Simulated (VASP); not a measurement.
# Mg (P6_3/mmc) in VASP: further runs

The runs below take Mg through single point, with PBE.

Program: VASP 6.6.1. These are calculated values, not measurements. Logs are shortened: lines on timing, memory, paths and dates and some standing lists are left out, and cuts for length are marked.

## 1. The cell of the first run

Symmetry: P6_3/mmc, No. 194, hexagonal system. Conventional cell: a = 3.388 Å, b = 3.388 Å, c = 4.675 Å, α = 90.00°, β = 90.00°, γ = 120.00°. Within 4.0 Å of Mg (site symmetry -6m2) lie 12 Mg at 3.05 to 3.39 Å.

## 2. Single point, PBE

File INCAR:

```
SYSTEM = Mg
PREC = Accurate
ENCUT = 520
EDIFF = 1E-6
ISMEAR = 0
SIGMA = 0.15
LREAL = .FALSE.
LASPH = .TRUE.
NELM = 80
ALGO = Normal
ISIF = 2
LWAVE = .FALSE.
LCHARG = .TRUE.
GGA = PE
LELF = .TRUE.
LVHAR = .TRUE.
NBANDS = 9
```

File KPOINTS:

```
regular mesh
0
G
  18 18 10
  0 0 0
```

File POSCAR:

```
Mg
1.0
    3.3879226670      0.0000000000      0.0000000000
   -1.6939613335      2.9340270957      0.0000000000
    0.0000000000      0.0000000000      4.6753182743
Mg
2
Direct
    0.3333333333      0.6666666667      0.2500000000
    0.6666666667      0.3333333333      0.7500000000
```

Potentials or basis: VASP PAW PBE potentials, release 64 (Mg).

On the command line:

```console
$ cat potpaw_PBE.64/Mg/POTCAR > POTCAR
$ mpirun -np 1 vasp_std > vasp.out
```

OUTCAR:

```text
SYSTEM = Mg
   PREC = Accurate
   ENCUT = 520
   EDIFF = 1E-6
   ISMEAR = 0
   LREAL = .FALSE.
   LASPH = .TRUE.
   NELM = 80
   ISIF = 2
   GGA = PE

 ion  position               nearest neighbor table
   1  0.333  0.667  0.250-   2 3.05   2 3.05   2 3.05   2 3.05   2 3.05   2 3.05
   2  0.667  0.333  0.750-   1 3.05   1 3.05   1 3.05   1 3.05   1 3.05   1 3.05

  LATTYP: Found a hexagonal cell.
 ALAT       =     3.3879226670
 C/A-ratio  =     1.3799955707

  Lattice vectors:

 A1 = (   3.3879226670,   0.0000000000,   0.0000000000)
 A2 = (  -1.6939613335,   2.9340270957,   0.0000000000)
 A3 = (   0.0000000000,   0.0000000000,   4.6753182743)

Analysis of symmetry for initial positions (statically):
=====================================================================
 Subroutine PRICEL returns:
 Original cell was already a primitive cell.

 Routine SETGRP: Setting up the symmetry group for a
 hexagonal supercell.

 Subroutine GETGRP returns: Found 24 space group operations
 (whereof 12 operations were pure point group operations)
 out of a pool of 24 trial point group operations.

The static configuration has the point symmetry D_3d.
 The point group associated with its full space group is D_6h.

Analysis of symmetry for dynamics (positions and initial velocities):
=====================================================================
 Subroutine PRICEL returns:
 Original cell was already a primitive cell.

 Routine SETGRP: Setting up the symmetry group for a
 hexagonal supercell.

 Subroutine GETGRP returns: Found 24 space group operations
 (whereof 12 operations were pure point group operations)
 out of a pool of 24 trial point group operations.

The dynamic configuration has the point symmetry D_3d.
 The point group associated with its full space group is D_6h.

 Subroutine INISYM returns: Found 24 space group operations
 (whereof 12 operations are pure point group operations),
 and found     1 'primitive' translations

----------------------------------------------------------------------------------------

                                     Primitive cell

  volume of cell :      46.4739

  direct lattice vectors                    reciprocal lattice vectors
     3.387922667  0.000000000  0.000000000     0.295166123  0.170414241  0.000000000
    -1.693961334  2.934027096  0.000000000     0.000000000  0.340828482  0.000000000
     0.000000000  0.000000000  4.675318274     0.000000000  0.000000000  0.213889182

  length of vectors
     3.387922667  3.387922667  4.675318274     0.340828482  0.340828482  0.213889182

  position of ions in fractional coordinates (direct lattice)
     0.333333333  0.666666667  0.250000000
     0.666666667  0.333333333  0.750000000

  ion indices of the primitive-cell ions
   primitive index   ion index
                 1           1
                 2           2

----------------------------------------------------------------------------------------

 KPOINTS: regular mesh

Automatic generation of k-mesh.
 Grid dimensions read from file:
 generate k-points for:   18   18   10

 Generating k-lattice:

  Cartesian coordinates                     Fractional coordinates (reciprocal lattice)
     0.016398118  0.009467458  0.000000000     0.055555556  0.000000000  0.000000000
     0.000000000  0.018934916  0.000000000     0.000000000  0.055555556  0.000000000
     0.000000000  0.000000000  0.021388918     0.000000000  0.000000000  0.100000000

  Length of vectors
     0.018934916  0.018934916  0.021388918

  Shift w.r.t. Gamma in fractional coordinates (k-lattice)
     0.000000000  0.000000000  0.000000000

 Subroutine IBZKPT returns following result:
 ===========================================

 Found    222 irreducible k-points:

 Following reciprocal coordinates:
            Coordinates               Weight
  0.000000  0.000000  0.000000      1.000000
  0.055556  0.000000  0.000000      6.000000
  0.111111  0.000000  0.000000      6.000000
  0.166667  0.000000  0.000000      6.000000
  0.222222  0.000000  0.000000      6.000000
  0.277778  0.000000  0.000000      6.000000
[... 16 lines left out ...]
  0.333333  0.111111  0.000000     12.000000
  0.388889  0.111111  0.000000     12.000000
 [... further k-points ...]
   k-points           NKPTS =    222   k-points in BZ     NKDIM =    222   number of bands    NBANDS=      9
   number of dos      NEDOS =    301   number of ions     NIONS =      2
   total plane-waves  NPLWV =  28224
   dimension x,y,z NGX =    28 NGY =   28 NGZ =   36
   dimension x,y,z NGXF=    56 NGYF=   56 NGZF=   72
   ions per type =               2
   NGX,Y,Z   is equivalent  to a cutoff of  13.74, 13.74, 12.80 a.u.
   NGXF,Y,Z  is equivalent  to a cutoff of  27.48, 27.48, 25.60 a.u.
 SYSTEM =  Mg
   PREC   = accura    normal or accurate (medium, high low for compatibility)
   ISTART =      0    job   : 0-new  1-cont  2-samecut
   ICHARG =      2    charge: 1-file 2-atom 10-const
   ISPIN  =      1    spin polarized calculation?
   LNONCOLLINEAR =      F non collinear calculations
   LSORBIT =      F    spin-orbit coupling
   LASPH  =      T    aspherical Exc in radial PAW
   ENCUT  =  520.0 eV  38.22 Ry    6.18 a.u.   6.30  6.30  8.69*2*pi/ulx,y,z
   NELM   =     80;   NELMIN=  2; NELMDL= -5     # of ELM steps
   EDIFF  = 0.1E-05   stopping-criterion for ELM
   LREAL  =      F    real-space projection
   EDIFFG = 0.1E-04   stopping-criterion for IOM
   NSW    =      0    number of steps for IOM
   IBRION =     -1    ionic relax: 0-MD 1-quasi-New 2-CG
   NFREE  =      0    steps in history (QN), initial steepest desc. (CG)
   ISIF   =      2    stress and relaxation
   ISYM   =      2    0-nonsym 1-usesym 2-fastsym
   POTIM  = 0.5000    time-step for ionic-motion
   TEBEG  =    0.0;   TEEND  =   0.0 temperature during run
   PSTRESS=    0.0 pullay stress
   NELECT =       4.0000    total number of electrons
   NUPDOWN=      -1.0000    fix difference up-down
   EMIN   =  10.00;   EMAX   =-10.00  energy-range for DOS
   EFERMI =   0.00;   METHOD = LEGACY
   ISMEAR =     0;   SIGMA  =   0.15  broadening in eV -4-tet -1-fermi 0-gaus
   EFERMI_NEDOS =   21; number of points for ismear=-14 and -15
   IALGO  =     38    algorithm
   IMIX   =      4    mixing-type and parameters
     AMIX     =   0.40;   BMIX     =  1.00
     AMIX_MAG =   1.60;   BMIX_MAG =  1.00
  volume/ion in A,a.u.               =      23.24       156.81
  Fermi-wavevector in a.u.,A,eV,Ry     =   0.722812  1.365916  7.108458  0.522457
  Thomas-Fermi vector in A             =   1.812869
   LORBIT       =      0    0 simple, 1 ext, 2 COOP (PROOUT), +10 PAW based schemes
   GGA     = PE    functional components
   LHFCALC =     F    Hartree Fock is set to
   AEXX    =    0.0000 exact exchange contribution
   IVDW    =     0    specifies the selected vdW correction
   LEPSILON=     F    determine dielectric tensor
   LRPA    =     F    only Hartree local field effects (RPA)
 non-spin polarized calculation
 Gauss-broadening in eV      SIGMA  =   0.15
  energy-cutoff  :      520.00
  volume of cell :       46.47
 maximum number of plane-waves:      1278
 NGX is ok and might be reduce to    28

 number of electron       4.0000000 magnetization

 Free energy of the ion-electron system (eV)
  ---------------------------------------------------
  ext. energy  EPLUGINS =         0.00000000
  ---------------------------------------------------
  free energy    TOTEN  =        -2.90348580 eV

  energy without entropy =       -2.89320384  energy(sigma->0) =       -2.89834482

 E-fermi :   2.5670     XC(G=0):  -8.4457

 val. band max:        2.5618538504   @ k =   0.3333   0.2778   0.2000
 cond. band min:       2.5706019914   @ k =   0.3889   0.2222   0.5000
 fundamental gap:      0.0087481410
 Fermi energy:         2.5670192077

 k-point     1 :       0.0000    0.0000    0.0000
  band No.  band energies     occupation
      1      -4.3141      2.00000
      2       1.9101      2.00000
      3       2.8815      0.00303
      4      11.4870      0.00000
      5      11.4870      0.00000
      6      11.7849      0.00000
      7      11.7849      0.00000
      8      13.7245      0.00000
      9      14.2095      0.00000

 k-point     2 :       0.0556    0.0000    0.0000
  band No.  band energies     occupation
      1      -4.2600      2.00000
      2       1.9586      2.00000
      3       2.9320      0.00058
      4      10.3800      0.00000
      5      10.8290      0.00000
      6      11.7746      0.00000
      7      12.5374      0.00000
      8      14.3967      0.00000
      9      14.7876      0.00000

 k-point     3 :       0.1111    0.0000    0.0000
  band No.  band energies     occupation
      1      -4.0981      2.00000
      2       2.1043      1.99999
      3       3.0815      0.00000
      4       8.8854      0.00000
      5      10.1365      0.00000
      6      11.2149      0.00000
      7      13.5112      0.00000
      8      14.2525      0.00000
      9      15.2348      0.00000

 k-point     4 :       0.1667    0.0000    0.0000
  band No.  band energies     occupation
      1      -3.8287      2.00000
      2       2.3472      1.96181
      3       3.3226      0.00000
      4       7.4118      0.00000
      5       9.5343      0.00000
      6      10.5793      0.00000
      7      12.8461      0.00000
      8      14.5196      0.00000
      9      14.5684      0.00000
[... 205 lines left out ...]
 k-point    22 :       0.2778    0.1111    0.0000
  band No.  band energies     occupation
      1      -2.2280      2.00000
      2       3.2260      0.00000
      3       3.8048      0.00000
      4       4.9870      0.00000
      5       6.3743      0.00000
      6       9.0938      0.00000
      7      10.3640      0.00000
      8      11.8259      0.00000
      9      12.2151      0.00000

 k-point    23 :       0.3333    0.1111    0.0000
  band No.  band energies     occupation
      1      -1.5429      2.00000
      2       2.1503      1.99991
      3       4.4343      0.00000
      4       5.2731      0.00000
      5       6.3829      0.00000
      6       7.9860      0.00000
      7       9.4200      0.00000
      8      11.5636      0.00000
      9      11.8653      0.00000

 k-point    24 :       0.3889    0.1111    0.0000
  band No.  band energies     occupation
      1      -0.7601      2.00000
      2       1.1026      2.00000
      3       5.1507      0.00000
      4       5.3918      0.00000
      5       6.7753      0.00000
      6       6.9797      0.00000
      7       8.5296      0.00000
      8      11.4077      0.00000
      9      11.6693      0.00000

 [... further k-points ...]
[... 5 lines left out ...]
  --------------------------------------------------------------------------------------
  -------------------------------------------------------------------------------------
  Total       -0.5833774     -0.5833774      1.4728546      0.0000000      0.0000000      0.0000000
  in kB      -20.1118197    -20.1118197     50.7763719      0.0000000      0.0000000      0.0000000
  external PRESSURE =       3.5175775 kB  Pullay stress =       0.0000000 kB

 VOLUME and BASIS-vectors are now :
 -----------------------------------------------------------------------------
  energy-cutoff  :      520.00
  volume of cell :       46.47
      direct lattice vectors                 reciprocal lattice vectors
     3.387922667  0.000000000  0.000000000     0.295166123  0.170414241  0.000000000
    -1.693961334  2.934027096  0.000000000     0.000000000  0.340828482  0.000000000
     0.000000000  0.000000000  4.675318274     0.000000000  0.000000000  0.213889182

 POSITION                                       TOTAL-FORCE (eV/Angst)
 -----------------------------------------------------------------------------------
     -0.00000      1.95602      1.16883        -0.000000      0.000000      0.000000
      1.69396      0.97801      3.50649         0.000000     -0.000000      0.000000
 -----------------------------------------------------------------------------------
    total drift:                               -0.000000      0.000000     -0.000000

  FREE ENERGIE OF THE ION-ELECTRON SYSTEM (eV)
  ---------------------------------------------------
  free  energy   TOTEN  =        -2.9034858034 eV

  energy  without entropy=       -2.8932038397  energy(sigma->0) =       -2.89834482
```

It took 35 s on 1 thread of Intel Xeon Platinum 8488C (Sapphire Rapids), shared host; peak memory 0.22 GiB.

Results:

```yaml
Free_energy: -2.9035 eV
Pressure: 0.4 GPa
Band_gap_on_the_k_mesh: zero (band 2 reaches 3.71 eV, above the bottom of band 3 at 1.53 eV)
```

Levels at points of the mesh, in eV from the Fermi level:
| k point | band 1 | band 2 | band 3 | band 4 | band 5 | band 6 | band 7 |
| --- | --- | --- | --- | --- | --- | --- | --- |
| (0.00, 0.00, 0.00) | -6.88 | -0.66 | 0.31 | 8.92 | 8.92 | 9.22 | 9.22 |
| (0.50, 0.00, 0.00) | -2.69 | -2.50 | 3.06 | 3.55 | 4.22 | 4.48 | 5.30 |
| (0.00, 0.00, 0.50) | -5.17 | -5.17 | 7.65 | 7.65 | 10.09 | 10.09 | 10.09 |
| (0.50, 0.00, 0.50) | -1.24 | -1.24 | -0.62 | -0.62 | 6.76 | 6.76 | 7.71 |

## 3. Single point, PBE

This run uses another cell than the first one, of the same volume but with other edges.

File INCAR:

```
PREC = Accurate ; ENCUT = 520
EDIFF = 1E-7 ; ISMEAR = 0
SIGMA = 0.15 ; LREAL = False
LASPH = True ; NELM = 80
ALGO = Normal ; ISIF = 2
LWAVE = False ; LCHARG = False
GGA = PE ; NBANDS = 9
```

File KPOINTS:

```
Automatic mesh
0
Gamma
  18 18 10
```

File POSCAR:

```
Mg
1.0
    3.0200401386      0.0000000000      0.0000000000
   -1.5100200693      2.6154314804      0.0000000000
    0.0000000000      0.0000000000      5.8837299028
Mg
2
Direct
    0.3333333333      0.6666666667      0.2500000000
    0.6666666667      0.3333333333      0.7500000000
```

Potentials or basis: VASP PAW PBE potentials, release 64 (Mg).

On the command line:

```console
$ cat potpaw_PBE.64/Mg/POTCAR > POTCAR
$ mpirun -np 1 vasp_std > vasp.out
```

OUTCAR:

```text
PREC = Accurate
   ENCUT = 520
   EDIFF = 1E-7
   ISMEAR = 0
   LREAL = False
   LASPH = True
   NELM = 80
   ISIF = 2
   GGA = PE

 ion  position               nearest neighbor table
   1  0.333  0.667  0.250-   2 3.42   2 3.42   2 3.42   2 3.42   2 3.42   2 3.42
   2  0.667  0.333  0.750-   1 3.42   1 3.42   1 3.42   1 3.42   1 3.42   1 3.42

  LATTYP: Found a hexagonal cell.
 ALAT       =     3.0200401386
 C/A-ratio  =     1.9482290409

  Lattice vectors:

 A1 = (   3.0200401386,   0.0000000000,   0.0000000000)
 A2 = (  -1.5100200693,   2.6154314804,   0.0000000000)
 A3 = (   0.0000000000,   0.0000000000,   5.8837299028)

Analysis of symmetry for initial positions (statically):
=====================================================================
 Subroutine PRICEL returns:
 Original cell was already a primitive cell.

 Routine SETGRP: Setting up the symmetry group for a
 hexagonal supercell.

 Subroutine GETGRP returns: Found 24 space group operations
 (whereof 12 operations were pure point group operations)
 out of a pool of 24 trial point group operations.

The static configuration has the point symmetry D_3d.
[... 163 lines left out ...]

 E-fermi :   2.5188     XC(G=0):  -8.4381

 val. band max:        2.5161646196   @ k =   0.2222   0.1667   0.0000
 cond. band min:       2.5362482869   @ k =   0.3333   0.2222   0.3000
 fundamental gap:      0.0200836673
 Fermi energy:         2.5187780680

 k-point     1 :       0.0000    0.0000    0.0000
  band No.  band energies     occupation
      1      -4.3175      2.00000
      2      -0.2684      2.00000
      3       0.1732      2.00000
      4      11.6773      0.00000
      5      12.1926      0.00000
      6      15.3740      0.00000
      7      15.3740      0.00000
      8      15.8667      0.00000
      9      15.8667      0.00000
[... 265 lines left out ...]
 k-point    24 :       0.3889    0.1111    0.0000
  band No.  band energies     occupation
      1       0.1212      2.00000
      2       2.3267      1.92989
      3       4.2474      0.00000
      4       4.4199      0.00000
      5       6.2784      0.00000
      6       6.7248      0.00000
      7       8.8726      0.00000
      8      12.1500      0.00000
      9      12.4775      0.00000

 [... further k-points ...]
[... 5 lines left out ...]
  --------------------------------------------------------------------------------------
  -------------------------------------------------------------------------------------
  Total        1.0891078      1.0891078     -1.2715878      0.0000000      0.0000000      0.0000000
  in kB       37.5467770     37.5467770    -43.8377379      0.0000000      0.0000000      0.0000000
  external PRESSURE =      10.4186054 kB  Pullay stress =       0.0000000 kB

 VOLUME and BASIS-vectors are now :
 -----------------------------------------------------------------------------
  energy-cutoff  :      520.00
  volume of cell :       46.47
      direct lattice vectors                 reciprocal lattice vectors
     3.020040139  0.000000000  0.000000000     0.331121427  0.191173045  0.000000000
    -1.510020069  2.615431480  0.000000000     0.000000000  0.382346090  0.000000000
     0.000000000  0.000000000  5.883729903     0.000000000  0.000000000  0.169960215

 POSITION                                       TOTAL-FORCE (eV/Angst)
 -----------------------------------------------------------------------------------
     -0.00000      1.74362      1.47093         0.000000     -0.000000      0.000000
      1.51002      0.87181      4.41280        -0.000000      0.000000      0.000000
 -----------------------------------------------------------------------------------
    total drift:                               -0.000000      0.000000     -0.000000

  FREE ENERGIE OF THE ION-ELECTRON SYSTEM (eV)
  ---------------------------------------------------
  free  energy   TOTEN  =        -2.8770071234 eV

  energy  without entropy=       -2.8697046991  energy(sigma->0) =       -2.87335591
```

OSZICAR:

```text
N       E                     dE             d eps       ncg     rms          rms(c)
DAV:   1    -0.130374436616E+00   -0.13037E+00   -0.12823E+03  3996   0.311E+02
DAV:   2    -0.283881179661E+01   -0.27084E+01   -0.26287E+01  5433   0.271E+01
DAV:   3    -0.288628610399E+01   -0.47474E-01   -0.47001E-01  5187   0.278E+00
DAV:   4    -0.288646079551E+01   -0.17469E-03   -0.17468E-03  5218   0.165E-01
DAV:   5    -0.288646145895E+01   -0.66344E-06   -0.66326E-06  4979   0.101E-02    0.957E-01
DAV:   6    -0.288253965215E+01    0.39218E-02   -0.54562E-04  4663   0.184E-01    0.614E-01
DAV:   7    -0.287699787390E+01    0.55418E-02   -0.18642E-03  4144   0.320E-01    0.322E-02
DAV:   8    -0.287700762341E+01   -0.97495E-05   -0.13882E-05  5819   0.211E-02    0.721E-03
DAV:   9    -0.287700730287E+01    0.32054E-06   -0.98819E-07  4462   0.540E-03    0.635E-04
DAV:  10    -0.287700711652E+01    0.18635E-06   -0.76587E-09  3002   0.466E-04    0.134E-04
DAV:  11    -0.287700712342E+01   -0.69090E-08   -0.73742E-10  2277   0.161E-04
   1 F= -.28770071E+01 E0= -.28733559E+01  d E =-.730242E-02
```

stdout:

```text
POSCAR found type information on POSCAR Mg
 POSCAR found :  1 types and       2 ions
 scaLAPACK will be used
 LDA part: xc-table for (Slater+PW92), standard interpolation
 POSCAR, INCAR and KPOINTS ok, starting setup
 FFT: planning ... GRIDC
 FFT: planning ... GRID_SOFT
 FFT: planning ... GRID
 WAVECAR not read
 entering main loop
```

Wall time 30 s (1 thread of Intel Xeon Platinum 8488C (Sapphire Rapids), shared host); peak memory 0.23 GiB.

What came out:

```yaml
Free_energy: -2.8770 eV
Pressure: 1.0 GPa
Band_gap_on_the_k_mesh: zero (band 2 reaches 3.62 eV, above the bottom of band 3 at 0.17 eV)
```
